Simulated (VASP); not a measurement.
# AsH8NO4 (I-42d) in VASP: single point with PBE+D3(BJ)

Aim: the single point of AsH8NO4 with PBE+D3(BJ).

Everything below comes from runs of VASP 6.6.1. Logs are shortened: lines on timing, memory, paths and dates and some standing lists are left out, and cuts for length are marked.

### Step 1. The cell of the first run

It takes space group I-42d (No. 122, tetragonal). The conventional cell has a = 8.814 Å, b = 8.814 Å, c = 8.152 Å, α = 90.00°, β = 90.00°, γ = 90.00°. Within 1.4 Å of H (site symmetry 1) lie 1 N at 1.04 Å. H (site symmetry 1) has 1 O at 0.98 Å within 1.3 Å. As (site symmetry -4) has 4 O at 2.04 Å and 4 H at 2.43 Å within 2.7 Å. Within 1.4 Å of N (site symmetry -4) lie 4 H at 1.04 Å. O (site symmetry 1) has 1 H at 0.98 Å within 1.3 Å.

### Step 2. Single point, PBE+D3(BJ)

Contents of INCAR:

```
  PREC = Accurate
  ENCUT = 520
  EDIFF = 1E-6
  ISMEAR = 0
  SIGMA = 0.02
  LREAL = Auto
  LASPH = True
  NELM = 80
  ALGO = Normal
  ISIF = 2
  LWAVE = False
  LCHARG = True
  GGA = PE
  IVDW = 12
  LELF = True
  LVHAR = True
  NBANDS = 62
```

Contents of KPOINTS:

```
regular mesh
0
Gamma
  6 6 6
```

Contents of POSCAR:

```
AsH8NO4
1.0
   -4.4069250000      4.4069250000      4.0760220000
    4.4069250000     -4.4069250000      4.0760220000
    4.4069250000      4.4069250000     -4.0760220000
H As N O
16 2 2 8
Direct
    0.3303050000      0.4287170000      0.9014120000
    0.5273050000      0.4288930000      0.0985880000
    0.5711070000      0.6696950000      0.0984120000
    0.4196950000      0.8211070000      0.5984120000
    0.5712830000      0.4726950000      0.9015880000
    0.2226950000      0.8212830000      0.4015880000
    0.1788930000      0.7773050000      0.5985880000
    0.1787170000      0.5803050000      0.4014120000
    0.2535870000      0.8986230000      0.9292680000
    0.9693550000      0.3243190000      0.0707320000
    0.6756810000      0.7464130000      0.6450360000
    0.4964130000      0.9256810000      0.1450360000
    0.1013770000      0.0306450000      0.3549640000
    0.7806450000      0.3513770000      0.8549640000
    0.0743190000      0.2193550000      0.5707320000
    0.6486230000      0.5035870000      0.4292680000
    0.7500000000      0.2500000000      0.5000000000
    0.0000000000      0.0000000000      0.0000000000
    0.2500000000      0.7500000000      0.5000000000
    0.5000000000      0.5000000000      0.0000000000
    0.0644020000      0.3264160000      0.6754920000
    0.6509240000      0.3889100000      0.3245080000
    0.6110900000      0.9355980000      0.2620140000
    0.6855980000      0.8610900000      0.7620140000
    0.6735840000      0.3490760000      0.7379860000
    0.0990760000      0.9235840000      0.2379860000
    0.1389100000      0.9009240000      0.8245080000
    0.0764160000      0.3144020000      0.1754920000
```

Potentials or basis: VASP PAW PBE potentials, release 64 (H, As, N, O).

Started as:

```sh
> cat potpaw_PBE.64/H/POTCAR potpaw_PBE.64/As/POTCAR potpaw_PBE.64/N/POTCAR potpaw_PBE.64/O/POTCAR > POTCAR
> mpirun -np 1 vasp_std > vasp.out
```

OUTCAR:

```text
PREC = Accurate
   ENCUT = 520
   EDIFF = 1E-6
   ISMEAR = 0
   LREAL = Auto
   LASPH = True
   NELM = 80
   ISIF = 2
   GGA = PE
   IVDW = 12
 IVDW          = 12

 ion  position               nearest neighbor table
   1  0.330  0.429  0.901-  20 1.04
   2  0.527  0.429  0.099-  20 1.04
   3  0.571  0.670  0.098-  20 1.04
   4  0.420  0.821  0.598-  19 1.04
   5  0.571  0.473  0.902-  20 1.04
   6  0.223  0.821  0.402-  19 1.04
[... 8 lines left out ...]
  15  0.074  0.219  0.571-  21 0.98
  16  0.649  0.504  0.429-  22 0.98
  17  0.750  0.250  0.500-  21 2.04  22 2.04  23 2.04  25 2.04
  18  0.000  0.000  0.000-  24 2.04  26 2.04  27 2.04  28 2.04
  19  0.250  0.750  0.500-   7 1.04   8 1.04   4 1.04   6 1.04
  20  0.500  0.500  0.000-   1 1.04   2 1.04   3 1.04   5 1.04
  21  0.064  0.326  0.675-  15 0.98  17 2.04
  22  0.651  0.389  0.325-  16 0.98  17 2.04
  23  0.611  0.936  0.262-  12 0.98  17 2.04
  24  0.686  0.861  0.762-  11 0.98  18 2.04
  25  0.674  0.349  0.738-  14 0.98  17 2.04
  26  0.099  0.924  0.238-  13 0.98  18 2.04
  27  0.139  0.901  0.825-   9 0.98  18 2.04
  28  0.076  0.314  0.175-  10 0.98  18 2.04

  LATTYP: Found a body centered tetragonal cell.
 ALAT       =     8.8138500000
 C/A-ratio  =     0.9249129495

  Lattice vectors:

 A1 = (  -4.4069250000,   4.4069250000,   4.0760220000)
 A2 = (   4.4069250000,  -4.4069250000,   4.0760220000)
 A3 = (   4.4069250000,   4.4069250000,  -4.0760220000)

Analysis of symmetry for initial positions (statically):
=====================================================================
 Subroutine PRICEL returns:
 Original cell was already a primitive cell.

 Routine SETGRP: Setting up the symmetry group for a
 body centered tetragonal supercell.

 Subroutine GETGRP returns: Found  8 space group operations
 (whereof  4 operations were pure point group operations)
 out of a pool of 16 trial point group operations.

The static configuration has the point symmetry S_4 .
 The point group associated with its full space group is D_2d.

Analysis of symmetry for dynamics (positions and initial velocities):
=====================================================================
 Subroutine PRICEL returns:
 Original cell was already a primitive cell.

 Routine SETGRP: Setting up the symmetry group for a
 body centered tetragonal supercell.

 Subroutine GETGRP returns: Found  8 space group operations
 (whereof  4 operations were pure point group operations)
 out of a pool of 16 trial point group operations.

The dynamic configuration has the point symmetry S_4 .
 The point group associated with its full space group is D_2d.

 Subroutine INISYM returns: Found  8 space group operations
 (whereof  4 operations are pure point group operations),
 and found     1 'primitive' translations

----------------------------------------------------------------------------------------

                                     Primitive cell

  volume of cell :     316.6415

  direct lattice vectors                    reciprocal lattice vectors
    -4.406925000  4.406925000  4.076022000     0.000000000  0.113457797  0.122668622
     4.406925000 -4.406925000  4.076022000     0.113457797  0.000000000  0.122668622
     4.406925000  4.406925000 -4.076022000     0.113457797  0.113457797  0.000000000

  length of vectors
     7.446873925  7.446873925  7.446873925     0.167093573  0.167093573  0.160453555

  position of ions in fractional coordinates (direct lattice)
     0.330305000  0.428717000  0.901412000
     0.527305000  0.428893000  0.098588000
     0.571107000  0.669695000  0.098412000
     0.419695000  0.821107000  0.598412000
     0.571283000  0.472695000  0.901588000
     0.222695000  0.821283000  0.401588000
[... 20 lines left out ...]
     0.138910000  0.900924000  0.824508000
     0.076416000  0.314402000  0.175492000

  ion indices of the primitive-cell ions
   primitive index   ion index
                 1           1
                 2           2
                 3           3
                 4           4
                 5           5
                 6           6
[... 20 lines left out ...]
                27          27
                28          28

----------------------------------------------------------------------------------------

 KPOINTS: regular mesh

Automatic generation of k-mesh.
 Grid dimensions read from file:
 generate k-points for:    6    6    6

 Generating k-lattice:

  Cartesian coordinates                     Fractional coordinates (reciprocal lattice)
     0.000000000  0.018909633  0.020444770     0.166666667  0.000000000  0.000000000
     0.018909633  0.000000000  0.020444770     0.000000000  0.166666667  0.000000000
     0.018909633  0.018909633  0.000000000     0.000000000  0.000000000  0.166666667

  Length of vectors
     0.027848929  0.027848929  0.026742259

  Shift w.r.t. Gamma in fractional coordinates (k-lattice)
     0.000000000  0.000000000  0.000000000

 Subroutine IBZKPT returns following result:
 ===========================================

 Found     30 irreducible k-points:

 Following reciprocal coordinates:
            Coordinates               Weight
  0.000000  0.000000  0.000000      1.000000
  0.166667 -0.000000  0.000000      8.000000
  0.333333  0.000000  0.000000      8.000000
  0.500000 -0.000000  0.000000      4.000000
  0.166667  0.166667  0.000000      8.000000
  0.333333  0.166667  0.000000     16.000000
[... 16 lines left out ...]
 -0.333333 -0.333333  0.166667      8.000000
 -0.166667 -0.333333  0.166667      8.000000
 [... further k-points ...]
   k-points           NKPTS =     30   k-points in BZ     NKDIM =     30   number of bands    NBANDS=     62
   number of dos      NEDOS =    301   number of ions     NIONS =     28
   total plane-waves  NPLWV = 175616
   dimension x,y,z NGX =    56 NGY =   56 NGZ =   56
   dimension x,y,z NGXF=   112 NGYF=  112 NGZF=  112
   ions per type =              16   2   2   8
   NGX,Y,Z   is equivalent  to a cutoff of  12.50, 12.50, 12.50 a.u.
   NGXF,Y,Z  is equivalent  to a cutoff of  25.00, 25.00, 25.00 a.u.
 SYSTEM =  unknown system
   PREC   = accura    normal or accurate (medium, high low for compatibility)
   ISTART =      0    job   : 0-new  1-cont  2-samecut
   ICHARG =      2    charge: 1-file 2-atom 10-const
   ISPIN  =      1    spin polarized calculation?
   LNONCOLLINEAR =      F non collinear calculations
   LSORBIT =      F    spin-orbit coupling
   LASPH  =      T    aspherical Exc in radial PAW
   ENCUT  =  520.0 eV  38.22 Ry    6.18 a.u.  13.85 13.85 13.85*2*pi/ulx,y,z
   NELM   =     80;   NELMIN=  2; NELMDL= -5     # of ELM steps
   EDIFF  = 0.1E-05   stopping-criterion for ELM
   LREAL  =      T    real-space projection
   EDIFFG = 0.1E-04   stopping-criterion for IOM
   NSW    =      0    number of steps for IOM
   IBRION =     -1    ionic relax: 0-MD 1-quasi-New 2-CG
   NFREE  =      0    steps in history (QN), initial steepest desc. (CG)
   ISIF   =      2    stress and relaxation
   ISYM   =      2    0-nonsym 1-usesym 2-fastsym
   POTIM  = 0.5000    time-step for ionic-motion
   TEBEG  =    0.0;   TEEND  =   0.0 temperature during run
   PSTRESS=    0.0 pullay stress
   NELECT =      84.0000    total number of electrons
   NUPDOWN=      -1.0000    fix difference up-down
   EMIN   =  10.00;   EMAX   =-10.00  energy-range for DOS
   EFERMI =   0.00;   METHOD = LEGACY
   ISMEAR =     0;   SIGMA  =   0.02  broadening in eV -4-tet -1-fermi 0-gaus
   EFERMI_NEDOS =   21; number of points for ismear=-14 and -15
   IALGO  =     38    algorithm
   IMIX   =      4    mixing-type and parameters
     AMIX     =   0.40;   BMIX     =  1.00
     AMIX_MAG =   1.60;   BMIX_MAG =  1.00
  volume/ion in A,a.u.               =      11.31        76.31
  Fermi-wavevector in a.u.,A,eV,Ry     =   1.051910  1.987822 15.055050  1.106515
  Thomas-Fermi vector in A             =   2.186972
   LORBIT       =      0    0 simple, 1 ext, 2 COOP (PROOUT), +10 PAW based schemes
   GGA     = PE    functional components
   LHFCALC =     F    Hartree Fock is set to
   AEXX    =    0.0000 exact exchange contribution
   IVDW    =    12    specifies the selected vdW correction
   LEPSILON=     F    determine dielectric tensor
   LRPA    =     F    only Hartree local field effects (RPA)
 non-spin polarized calculation
 Gauss-broadening in eV      SIGMA  =   0.02
  energy-cutoff  :      520.00
  volume of cell :      316.64
 maximum number of plane-waves:      8571
   NGX = 27   NGY = 27   NGZ = 27

 number of electron      84.0000008 magnetization

 Free energy of the ion-electron system (eV)
  ---------------------------------------------------
  ext. energy  EPLUGINS =         0.00000000
  ---------------------------------------------------
  free energy    TOTEN  =      -139.13271436 eV

  energy without entropy =     -139.13271436  energy(sigma->0) =     -139.13271436

 E-fermi :  -0.3430     XC(G=0):  -7.3082

 val. band max:       -0.4656210987   @ k =   0.5000   0.3333   0.0000
 cond. band min:       1.8450759630   @ k =  -0.1667  -0.3333   0.1667
 fundamental gap:      2.3106970618
 Fermi energy:        -0.3430311079

 k-point     1 :       0.0000    0.0000    0.0000
  band No.  band energies     occupation
      1     -20.2126      2.00000
      2     -20.0320      2.00000
      3     -19.6679      2.00000
      4     -19.6679      2.00000
      5     -19.6018      2.00000
      6     -19.6018      2.00000
[... 46 lines left out ...]
     53       6.3523      0.00000
     54       6.3523      0.00000

 k-point     2 :       0.1667   -0.0000    0.0000
  band No.  band energies     occupation
      1     -20.1933      2.00000
      2     -20.0296      2.00000
      3     -19.6837      2.00000
      4     -19.6649      2.00000
      5     -19.6173      2.00000
      6     -19.6076      2.00000
[... 46 lines left out ...]
     53       6.3527      0.00000
     54       6.4407      0.00000

 k-point     3 :       0.3333    0.0000    0.0000
  band No.  band energies     occupation
      1     -20.1444      2.00000
      2     -20.0305      2.00000
      3     -19.7230      2.00000
      4     -19.6621      2.00000
      5     -19.6474      2.00000
      6     -19.6215      2.00000
[... 46 lines left out ...]
     53       6.4686      0.00000
     54       6.5972      0.00000
[... 1084 lines left out ...]
 k-point    23 :      -0.3333   -0.3333    0.1667
  band No.  band energies     occupation
      1     -20.0961      2.00000
      2     -20.0326      2.00000
      3     -19.7328      2.00000
      4     -19.6914      2.00000
      5     -19.6385      2.00000
      6     -19.6063      2.00000
[... 46 lines left out ...]
     53       6.1005      0.00000
     54       6.2704      0.00000

 k-point    24 :      -0.1667   -0.3333    0.1667
  band No.  band energies     occupation
      1     -20.1385      2.00000
      2     -20.0305      2.00000
      3     -19.7015      2.00000
      4     -19.6731      2.00000
      5     -19.6251      2.00000
      6     -19.5997      2.00000
[... 46 lines left out ...]
     53       6.3187      0.00000
     54       6.5213      0.00000

 [... further k-points ...]

 [bands above 54 left out]

------------------------ aborting loop because EDIFF is reached ----------------------------------------

 Edisp (eV)   -1.44363

 E8    (eV) :    -0.3691

  FORCE on cell =-STRESS in cart. coord.  units (eV):
  Direction    XX          YY          ZZ          XY          YZ          ZX
  --------------------------------------------------------------------------------------
  -------------------------------------------------------------------------------------
  Total      -1.34420    -1.34420    -1.58323     0.00000     0.00000     0.00000
  in kB      -6.80151    -6.80151    -8.01100     0.00000     0.00000     0.00000
  external pressure =       -7.20 kB  Pullay stress =        0.00 kB

 VOLUME and BASIS-vectors are now :
 -----------------------------------------------------------------------------
  energy-cutoff  :      520.00
  volume of cell :      316.64
      direct lattice vectors                 reciprocal lattice vectors
    -4.406925000  4.406925000  4.076022000     0.000000000  0.113457797  0.122668622
     4.406925000 -4.406925000  4.076022000     0.113457797  0.000000000  0.122668622
     4.406925000  4.406925000 -4.076022000     0.113457797  0.113457797  0.000000000

 POSITION                                       TOTAL-FORCE (eV/Angst)
 -----------------------------------------------------------------------------------
      4.40615      3.53876     -0.58038        -0.008850     -0.058005     -0.059097
      0.00078      0.86816      3.49564         0.008850      0.058005     -0.059097
      0.86816     -0.00078      4.65641         0.058005     -0.008850      0.059097
      4.40615      0.86816      2.61840        -0.008850      0.058005      0.059097
      3.53876      4.40770      0.58038        -0.058005      0.008850      0.059097
      4.40770     -0.86816      2.61840         0.008850     -0.058005      0.059097
[... 20 lines left out ...]
      6.99168      0.27541      0.87767        -0.045927      0.099084     -0.061807
      1.82217     -0.27541      0.87767         0.045927     -0.099084     -0.061807
 -----------------------------------------------------------------------------------
    total drift:                               -0.000001     -0.000001     -0.000001

  FREE ENERGIE OF THE ION-ELECTRON SYSTEM (eV)
  ---------------------------------------------------
  free  energy   TOTEN  =      -140.5763412815 eV

  energy  without entropy=     -140.5763412815  energy(sigma->0) =     -140.57634128
```

Run time: 12 min. Hardware: 1 thread of Intel Xeon 6975P-C (Granite Rapids), shared host; peak memory 0.65 GiB.

What came out:

```
Free energy                : -140.5763 eV
Pressure                   : -0.7 GPa
Largest force              : 0.140 eV/Å
Band gap on the k mesh     : 2.31 eV, indirect (least direct gap 2.43 eV)
Dispersion energy per atom : -0.052 eV
```

Forces on the atoms (eV/Å):
```
H   -0.009 -0.058 -0.059
H    0.009  0.058 -0.059
H    0.058 -0.009  0.059
H   -0.009  0.058  0.059
H   -0.058  0.009  0.059
H    0.009 -0.058  0.059
H    0.058  0.009 -0.059
H   -0.058 -0.009 -0.059
H   -0.009 -0.140  0.008
H    0.009  0.140  0.008
H    0.140 -0.009 -0.008
H   -0.009  0.140 -0.008
H   -0.140  0.009 -0.008
H    0.009 -0.140 -0.008
H    0.140  0.009  0.008
H   -0.140 -0.009  0.008
As   0.000  0.000  0.000
As   0.000  0.000  0.000
N    0.000  0.000  0.000
N    0.000  0.000  0.000
O   -0.099  0.046 -0.062
O    0.099 -0.046 -0.062
O   -0.046 -0.099  0.062
O   -0.099 -0.046  0.062
O    0.046  0.099  0.062
O    0.099  0.046  0.062
O   -0.046  0.099 -0.062
O    0.046 -0.099 -0.062
```

Stress tensor (GPa, compression positive):
```
-0.68  0.00  0.00
 0.00 -0.68  0.00
 0.00  0.00 -0.80
```

Levels at points of the mesh, in eV from the valence-band top:
| k point | band 38 | band 39 | band 40 | band 41 | band 42 | band 43 | band 44 | band 45 | band 46 | band 47 |
| --- | --- | --- | --- | --- | --- | --- | --- | --- | --- | --- |
| (0.00, 0.00, 0.00) | -2.19 | -2.14 | -2.14 | -0.61 | -0.18 | 2.40 | 2.89 | 3.09 | 3.88 | 3.88 |
| (0.50, 0.00, 0.00) | -2.24 | -2.19 | -2.15 | -0.15 | -0.07 | 2.37 | 2.73 | 3.36 | 3.74 | 3.77 |
| (0.50, 0.50, 0.00) | -2.30 | -2.09 | -2.09 | -0.01 | -0.01 | 2.58 | 2.58 | 3.28 | 3.28 | 4.00 |
| (0.50, 0.50, 0.50) | -2.24 | -2.16 | -2.16 | -0.09 | -0.09 | 2.54 | 2.54 | 3.32 | 3.32 | 4.61 |

A k mesh can miss the band edges. Expect the measured gap to be larger: semilocal functionals such as PBE lack the derivative discontinuity.
